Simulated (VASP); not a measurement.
# Sb (P6_3/mmc) in VASP: notebook

Sb is run at these levels: PBE; tasks: electric field gradients.

Program: VASP 6.6.1. These are calculated values, not measurements. Logs are shortened: lines on timing, memory, paths and dates and some standing lists are left out, and cuts for length are marked.

## 1. The cell of the first run

The structure is hexagonal, space group P6_3/mmc (No. 194). Conventional cell: a = 3.358 Å, b = 3.358 Å, c = 5.312 Å, α = 90.00°, β = 90.00°, γ = 120.00°. Within 4.3 Å of Sb (site symmetry -6m2) lie 12 Sb at 3.29 to 3.36 Å.

## 2. Electric field gradients, PBE (volume scaled by 0.99)

The input, INCAR:

```
SYSTEM = Sb
ALGO     = Normal         ! electronic algorithm
EDIFF    = 1E-8           ! SCF threshold, eV
ENCUT    = 520            ! plane-wave cutoff, eV
GGA      = PE             ! functional
ISIF     = 2              ! what is computed and relaxed
ISMEAR   = -1             ! smearing method
LASPH    = .True.         ! aspherical terms in the spheres
LCHARG   = .False.        ! write CHGCAR
LEFG     = .True.       
LREAL    = .False.        ! projectors in reciprocal space
LWAVE    = .False.        ! write WAVECAR
NBANDS   = 12             ! bands
NELM     = 80             ! most SCF steps
PREC     = Accurate       ! precision mode
SIGMA    = 0.05           ! smearing width, eV
```

The input, KPOINTS:

```
k-points
0
Gamma
  12 12 7
  0 0 0
```

The input, POSCAR:

```
Sb
1.0
    3.3577325362      0.0000000000      0.0000000000
   -1.6788662682      2.9078816755      0.0000000000
    0.0000000000      0.0000000000      5.3121737799
Sb
2
Direct
    0.3333333333      0.6666666667      0.2500000000
    0.6666666667      0.3333333333      0.7500000000
```

Potentials or basis: VASP PAW PBE potentials, release 64 (Sb).

On the command line:

```bash
cat potpaw_PBE.64/Sb/POTCAR > POTCAR
mpirun -np 1 vasp_std > vasp.out
```

OUTCAR:

```text
SYSTEM = Sb
   EDIFF = 1E-8
   ENCUT = 520
   GGA = PE
   ISIF = 2
   ISMEAR = -1
   LASPH = .True.
   LREAL = .False.
   NELM = 80
   PREC = Accurate

 ion  position               nearest neighbor table
   1  0.333  0.667  0.250-   2 3.29   2 3.29   2 3.29   2 3.29   2 3.29   2 3.29
   2  0.667  0.333  0.750-   1 3.29   1 3.29   1 3.29   1 3.29   1 3.29   1 3.29

  LATTYP: Found a hexagonal cell.
 ALAT       =     3.3577325362
 C/A-ratio  =     1.5820717471

  Lattice vectors:

 A1 = (   3.3577325362,   0.0000000000,   0.0000000000)
 A2 = (  -1.6788662682,   2.9078816755,   0.0000000000)
 A3 = (   0.0000000000,   0.0000000000,   5.3121737799)

Analysis of symmetry for initial positions (statically):
=====================================================================
 Subroutine PRICEL returns:
 Original cell was already a primitive cell.

 Routine SETGRP: Setting up the symmetry group for a
 hexagonal supercell.

 Subroutine GETGRP returns: Found 24 space group operations
 (whereof 12 operations were pure point group operations)
 out of a pool of 24 trial point group operations.

The static configuration has the point symmetry D_3d.
 The point group associated with its full space group is D_6h.

Analysis of symmetry for dynamics (positions and initial velocities):
=====================================================================
 Subroutine PRICEL returns:
 Original cell was already a primitive cell.

 Routine SETGRP: Setting up the symmetry group for a
 hexagonal supercell.

 Subroutine GETGRP returns: Found 24 space group operations
 (whereof 12 operations were pure point group operations)
 out of a pool of 24 trial point group operations.

The dynamic configuration has the point symmetry D_3d.
 The point group associated with its full space group is D_6h.

 Subroutine INISYM returns: Found 24 space group operations
 (whereof 12 operations are pure point group operations),
 and found     1 'primitive' translations

----------------------------------------------------------------------------------------

                                     Primitive cell

  volume of cell :      51.8675

[... 137 lines left out ...]

 val. band max:        9.0483602840   @ k =   0.1667   0.0000   0.0000
 cond. band min:       9.0715601808   @ k =   0.3333   0.2500   0.0000
 fundamental gap:      0.0231998969
 Fermi energy:         9.0566607337

 k-point     1 :       0.0000    0.0000    0.0000
  band No.  band energies     occupation
      1      -4.2053      2.00000
      2       0.0857      2.00000
      3       3.0213      2.00000
      4      12.4080      0.00000
      5      12.4080      0.00000
      6      14.2308      0.00000
      7      14.2308      0.00000
      8      15.1896      0.00000
      9      16.4840      0.00000
     10      17.8598      0.00000
     11      18.9721      0.00000
     12      18.9721      0.00000
[... 331 lines left out ...]
 k-point    24 :       0.3333    0.0000    0.1429
  band No.  band energies     occupation
      1      -2.1670      2.00000
      2       1.0433      2.00000
      3       4.7707      2.00000
      4       6.1766      2.00000
      5       8.0539      2.00000
      6       9.7874      0.00000
      7      11.6095      0.00000
      8      12.9889      0.00000
      9      13.9726      0.00000
     10      16.2983      0.00000
     11      18.0902      0.00000
     12      18.9034      0.00000

 [... further k-points ...]

------------------------ aborting loop because EDIFF is reached ----------------------------------------

  FORCE on cell =-STRESS in cart. coord.  units (eV):
  Direction    XX          YY          ZZ          XY          YZ          ZX
  --------------------------------------------------------------------------------------
  -------------------------------------------------------------------------------------
  Total        1.3019303      1.3019303      0.9317895     -0.0000000     -0.0000000      0.0000000
  in kB       40.2164016     40.2164016     28.7828179     -0.0000000     -0.0000000      0.0000000
  external PRESSURE =      36.4052070 kB  Pullay stress =       0.0000000 kB

 VOLUME and BASIS-vectors are now :
 -----------------------------------------------------------------------------
  energy-cutoff  :      520.00
  volume of cell :       51.87
      direct lattice vectors                 reciprocal lattice vectors
     3.357732536  0.000000000  0.000000000     0.297820029  0.171946474  0.000000000
    -1.678866268  2.907881676  0.000000000     0.000000000  0.343892947  0.000000000
     0.000000000  0.000000000  5.312173780     0.000000000  0.000000000  0.188246854

 POSITION                                       TOTAL-FORCE (eV/Angst)
 -----------------------------------------------------------------------------------
     -0.00000      1.93859      1.32804        -0.000000      0.000000      0.000000
      1.67887      0.96929      3.98413         0.000000     -0.000000      0.000000
 -----------------------------------------------------------------------------------
    total drift:                               -0.000000      0.000000     -0.000000

  FREE ENERGIE OF THE ION-ELECTRON SYSTEM (eV)
  ---------------------------------------------------
  free  energy   TOTEN  =        -7.6983661908 eV

  energy  without entropy=       -7.6877641181  energy(sigma->0) =       -7.69306515

 Electric field gradients (V/A^2)
---------------------------------------------------------------------
 ion       V_xx      V_yy      V_zz      V_xy      V_xz      V_yz
---------------------------------------------------------------------
   1     -10.328   -10.328    20.655    -0.000     0.000    -0.000
   2     -10.328   -10.328    20.655    -0.000    -0.000     0.000
---------------------------------------------------------------------

 Electric field gradients after diagonalization (V/A^2)
 (convention: |V_zz| > |V_xx| > |V_yy|)
----------------------------------------------------------------------
 ion       V_xx      V_yy      V_zz     asymmetry (V_yy - V_xx)/ V_zz
----------------------------------------------------------------------
   1     -10.328   -10.328    20.655       0.000
   2     -10.328   -10.328    20.655       0.000
----------------------------------------------------------------------

           NMR quadrupolar parameters

 Cq : quadrupolar parameter    Cq=e*Q*V_zz/h
 eta: asymmetry parameters     (V_yy - V_xx)/ V_zz
 Q  : nuclear electric quadrupole moment in mb (millibarn)
----------------------------------------------------------------------
 ion       Cq(MHz)       eta       Q (mb)
----------------------------------------------------------------------
   1       0.050       0.000       1.000
   2       0.050       0.000       1.000
----------------------------------------------------------------------
```

OSZICAR:

```text
N       E                     dE             d eps       ncg     rms          rms(c)
DAV:   1     0.332824659816E+02    0.33282E+02   -0.36307E+03  1824   0.667E+02
DAV:   2    -0.580204577412E+01   -0.39085E+02   -0.37895E+02  2436   0.110E+02
DAV:   3    -0.769056155799E+01   -0.18885E+01   -0.18267E+01  2264   0.258E+01
DAV:   4    -0.770659308971E+01   -0.16032E-01   -0.16029E-01  2136   0.277E+00
DAV:   5    -0.770674867462E+01   -0.15558E-03   -0.15558E-03  2164   0.311E-01    0.259E+00
DAV:   6    -0.770128336632E+01    0.54653E-02   -0.28901E-03  2084   0.286E-01    0.148E+00
DAV:   7    -0.769833884162E+01    0.29445E-02   -0.58583E-03  1940   0.408E-01    0.452E-02
DAV:   8    -0.769836568424E+01   -0.26843E-04   -0.10713E-04  2220   0.731E-02    0.149E-02
DAV:   9    -0.769836725018E+01   -0.15659E-05   -0.30200E-06  2060   0.126E-02    0.315E-03
DAV:  10    -0.769836668460E+01    0.56558E-06   -0.17391E-07  2124   0.267E-03    0.245E-03
DAV:  11    -0.769836609711E+01    0.58749E-06   -0.77888E-09  1520   0.666E-04    0.267E-04
DAV:  12    -0.769836616830E+01   -0.71188E-07   -0.82433E-10  1124   0.219E-04    0.556E-05
DAV:  13    -0.769836618165E+01   -0.13353E-07   -0.14909E-10  1008   0.945E-05    0.159E-05
DAV:  14    -0.769836619348E+01   -0.11829E-07   -0.34157E-11  1008   0.428E-05    0.350E-06
DAV:  15    -0.769836619081E+01    0.26698E-08   -0.86509E-12   980   0.219E-05
   1 F= -.76983662E+01 E0= -.76930652E+01  d E =-.106021E-01
```

It took 33 s on 1 thread of Intel Xeon 6975P-C, shared host; peak memory 0.2 GiB.

What came out:

```yaml
Free_energy: -7.6984 eV
Pressure: 3.6 GPa
Band_gap_on_the_k_mesh: zero (band 5 reaches 13.11 eV, above the bottom of band 6 at 6.05 eV)
```

Stress tensor (GPa, compression positive):
```
4.02 0.00 0.00
0.00 4.02 0.00
0.00 0.00 2.88
```

Electric field gradients, principal values (V/Å²):
```
atom    least   middle  greatest (by size)
1 Sb  -10.328  -10.328              20.655
2 Sb  -10.328  -10.328              20.655
```

Caveat: without QUAD_EFG the Cq values of the log hold for a quadrupole moment of 1 mb, not for the nuclei; spin-orbit coupling is left out, which moves the levels of the heavy elements.

## 3. Electric field gradients, PBE (volume scaled by 0.99)

The input, INCAR:

```
PREC = Accurate
ENCUT = 520
EDIFF = 1E-8
ISMEAR = -1
SIGMA = 0.05
LREAL = F
LASPH = T
NELM = 60
ALGO = Normal
ISIF = 2
LWAVE = F
LCHARG = F
GGA = PE
LEFG = T
NBANDS = 12
```

The input, KPOINTS:

```
Automatic mesh
0
Gamma
  12 12 7
```

POSCAR is that of step 2.

Potentials or basis: VASP PAW PBE potentials, release 64 (Sb).

On the command line:

```bash
cat potpaw_PBE.64/Sb/POTCAR > POTCAR
mpirun -np 1 vasp_std > vasp.out
```

OUTCAR:

```text
PREC = Accurate
   ENCUT = 520
   EDIFF = 1E-8
   ISMEAR = -1
   LREAL = F
   LASPH = T
   NELM = 60
   ISIF = 2
   GGA = PE

 ion  position               nearest neighbor table
   1  0.333  0.667  0.250-   2 3.29   2 3.29   2 3.29   2 3.29   2 3.29   2 3.29
   2  0.667  0.333  0.750-   1 3.29   1 3.29   1 3.29   1 3.29   1 3.29   1 3.29

  LATTYP: Found a hexagonal cell.
 ALAT       =     3.3577325362
 C/A-ratio  =     1.5820717471

  Lattice vectors:

 A1 = (   3.3577325362,   0.0000000000,   0.0000000000)
 A2 = (  -1.6788662682,   2.9078816755,   0.0000000000)
 A3 = (   0.0000000000,   0.0000000000,   5.3121737799)

Analysis of symmetry for initial positions (statically):
=====================================================================
 Subroutine PRICEL returns:
 Original cell was already a primitive cell.

 Routine SETGRP: Setting up the symmetry group for a
 hexagonal supercell.

 Subroutine GETGRP returns: Found 24 space group operations
 (whereof 12 operations were pure point group operations)
 out of a pool of 24 trial point group operations.

The static configuration has the point symmetry D_3d.
 The point group associated with its full space group is D_6h.

Analysis of symmetry for dynamics (positions and initial velocities):
=====================================================================
 Subroutine PRICEL returns:
 Original cell was already a primitive cell.

 Routine SETGRP: Setting up the symmetry group for a
 hexagonal supercell.

 Subroutine GETGRP returns: Found 24 space group operations
 (whereof 12 operations were pure point group operations)
 out of a pool of 24 trial point group operations.
[... 506 lines left out ...]
      3       4.7707      2.00000
      4       6.1766      2.00000
      5       8.0539      2.00000
      6       9.7874      0.00000
      7      11.6095      0.00000
      8      12.9889      0.00000
      9      13.9726      0.00000
     10      16.2983      0.00000
     11      18.0902      0.00000
     12      18.9034      0.00000

 [... further k-points ...]

------------------------ aborting loop because EDIFF is reached ----------------------------------------

  FORCE on cell =-STRESS in cart. coord.  units (eV):
  Direction    XX          YY          ZZ          XY          YZ          ZX
  --------------------------------------------------------------------------------------
  -------------------------------------------------------------------------------------
  Total        1.3019303      1.3019303      0.9317895     -0.0000000     -0.0000000      0.0000000
  in kB       40.2164016     40.2164016     28.7828179     -0.0000000     -0.0000000      0.0000000
  external PRESSURE =      36.4052070 kB  Pullay stress =       0.0000000 kB

 VOLUME and BASIS-vectors are now :
 -----------------------------------------------------------------------------
  energy-cutoff  :      520.00
  volume of cell :       51.87
      direct lattice vectors                 reciprocal lattice vectors
     3.357732536  0.000000000  0.000000000     0.297820029  0.171946474  0.000000000
    -1.678866268  2.907881676  0.000000000     0.000000000  0.343892947  0.000000000
     0.000000000  0.000000000  5.312173780     0.000000000  0.000000000  0.188246854

 POSITION                                       TOTAL-FORCE (eV/Angst)
 -----------------------------------------------------------------------------------
     -0.00000      1.93859      1.32804        -0.000000      0.000000      0.000000
      1.67887      0.96929      3.98413         0.000000     -0.000000      0.000000
 -----------------------------------------------------------------------------------
    total drift:                               -0.000000      0.000000     -0.000000

  FREE ENERGIE OF THE ION-ELECTRON SYSTEM (eV)
  ---------------------------------------------------
  free  energy   TOTEN  =        -7.6983661908 eV

  energy  without entropy=       -7.6877641181  energy(sigma->0) =       -7.69306515

 Electric field gradients (V/A^2)
---------------------------------------------------------------------
 ion       V_xx      V_yy      V_zz      V_xy      V_xz      V_yz
---------------------------------------------------------------------
   1     -10.328   -10.328    20.655    -0.000     0.000    -0.000
   2     -10.328   -10.328    20.655    -0.000    -0.000     0.000
---------------------------------------------------------------------

 Electric field gradients after diagonalization (V/A^2)
 (convention: |V_zz| > |V_xx| > |V_yy|)
----------------------------------------------------------------------
 ion       V_xx      V_yy      V_zz     asymmetry (V_yy - V_xx)/ V_zz
----------------------------------------------------------------------
   1     -10.328   -10.328    20.655       0.000
   2     -10.328   -10.328    20.655       0.000
----------------------------------------------------------------------

           NMR quadrupolar parameters

 Cq : quadrupolar parameter    Cq=e*Q*V_zz/h
 eta: asymmetry parameters     (V_yy - V_xx)/ V_zz
 Q  : nuclear electric quadrupole moment in mb (millibarn)
----------------------------------------------------------------------
 ion       Cq(MHz)       eta       Q (mb)
----------------------------------------------------------------------
   1       0.050       0.000       1.000
   2       0.050       0.000       1.000
----------------------------------------------------------------------
```

OSZICAR:

```text
N       E                     dE             d eps       ncg     rms          rms(c)
DAV:   1     0.332824659816E+02    0.33282E+02   -0.36307E+03  1824   0.667E+02
DAV:   2    -0.580204577412E+01   -0.39085E+02   -0.37895E+02  2436   0.110E+02
DAV:   3    -0.769056155799E+01   -0.18885E+01   -0.18267E+01  2264   0.258E+01
DAV:   4    -0.770659308971E+01   -0.16032E-01   -0.16029E-01  2136   0.277E+00
DAV:   5    -0.770674867462E+01   -0.15558E-03   -0.15558E-03  2164   0.311E-01    0.259E+00
DAV:   6    -0.770128336632E+01    0.54653E-02   -0.28901E-03  2084   0.286E-01    0.148E+00
DAV:   7    -0.769833884162E+01    0.29445E-02   -0.58583E-03  1940   0.408E-01    0.452E-02
DAV:   8    -0.769836568424E+01   -0.26843E-04   -0.10713E-04  2220   0.731E-02    0.149E-02
DAV:   9    -0.769836725018E+01   -0.15659E-05   -0.30200E-06  2060   0.126E-02    0.315E-03
DAV:  10    -0.769836668460E+01    0.56558E-06   -0.17391E-07  2124   0.267E-03    0.245E-03
DAV:  11    -0.769836609711E+01    0.58749E-06   -0.77888E-09  1520   0.666E-04    0.267E-04
DAV:  12    -0.769836616830E+01   -0.71188E-07   -0.82433E-10  1124   0.219E-04    0.556E-05
DAV:  13    -0.769836618165E+01   -0.13353E-07   -0.14909E-10  1008   0.945E-05    0.159E-05
DAV:  14    -0.769836619348E+01   -0.11829E-07   -0.34157E-11  1008   0.428E-05    0.350E-06
DAV:  15    -0.769836619081E+01    0.26698E-08   -0.86509E-12   980   0.219E-05
   1 F= -.76983662E+01 E0= -.76930652E+01  d E =-.106021E-01
```

Wall time 36 s (1 thread of Intel Xeon 6975P-C, shared host); peak memory 0.2 GiB.

What came out:

* Free energy: -7.6984 eV
* Pressure: 3.6 GPa
* Band gap on the k mesh: zero (band 5 reaches 13.11 eV, above the bottom of band 6 at 6.05 eV)

Stress tensor (GPa, compression positive):
```
4.02 0.00 0.00
0.00 4.02 0.00
0.00 0.00 2.88
```

Levels at points of the mesh, in eV from the Fermi level:
```csv
k point,band 3,band 4,band 5,band 6,band 7,band 8
"(0.00, 0.00, 0.00)",-6.04,3.35,3.35,5.17,5.17,6.13
"(0.50, 0.00, 0.00)",-4.27,-2.94,-2.45,-0.23,0.10,3.82
```

Electric field gradients, principal values (V/Å²):
| atom | least | middle | greatest (by size) |
| --- | --- | --- | --- |
| 1 Sb | -10.328 | -10.328 | 20.655 |
| 2 Sb | -10.328 | -10.328 | 20.655 |

Caveat: without QUAD_EFG the Cq values of the log hold for a quadrupole moment of 1 mb, not for the nuclei; spin-orbit coupling is left out, which moves the levels of the heavy elements.

[end of part 1 of 2]
